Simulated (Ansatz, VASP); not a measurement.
Two plane-wave programs on Zn

INCAR

```
ALGO = Normal
EDIFF = 1E-7
EDIFFG = -0.005
ENCUT = 500
GGA = PS
GGA_COMPAT = F
IBRION = 2
ISIF = 3
ISMEAR = -1
LASPH = T
LCHARG = F
LREAL = F
LWAVE = F
NELM = 120
NELMIN = 4
NSW = 60
PREC = Accurate
SIGMA = 0.08
```

KPOINTS

```
k-points
0
Gamma
  18 18 18
```

Contents of POSCAR:

```
Zn
1.0
    0.0000000000      1.9198744854      1.9198744854
    1.9198744854      0.0000000000      1.9198744854
    1.9198744854      1.9198744854      0.0000000000
Zn
1
Direct
    0.0000000000      0.0000000000      0.0000000000
```

Input for Ansatz:

```yaml
crystal:
  lattice:
    - [0.0, 1.9198744854, 1.9198744854]
    - [1.9198744854, 0.0, 1.9198744854]
    - [1.9198744854, 1.9198744854, 0.0]
  atoms:
    - { symbol: Zn, position: [0.0, 0.0, 0.0] }
kpoints:
  mp_grid: { grid: [18, 18, 18] }
scf:
  occupations: { method: fermi_dirac, width: 0.08 }
hamiltonian:
  xc: pbesol
  pseudopotentials: { kind: paw }
output:
  forces: true
  stress: true
relax:
  f_tol: 0.005
  max_steps: 40
  cell: {}
```

Alike in both runs: task relaxation of cell and atoms; functional PBEsol; k mesh 18 × 18 × 18; occupations fermi-dirac, width 0.08 eV; no spin polarisation.

```csv
,VASP,Ansatz
version,VASP 6.6.1,Ansatz 0.2.0
potentials or method,"VASP PAW PBE potentials, release 64 (Zn)","PAW with Ansatz's default frozen-core files, scalar-relativistic"
plane-wave cutoff (eV),500,420
valence electrons in the cell,12,12
```

|  | VASP | Ansatz | Ansatz less VASP |
| --- | --- | --- | --- |
| relaxed volume (Å³/atom) | 14.21 | 14.14 | -0.074 |
| relaxed cell length with the largest relative difference (Å) | 2.719 | 2.714 | -0.0047 |

VASP's potentials were made for PBE, not for PBEsol.
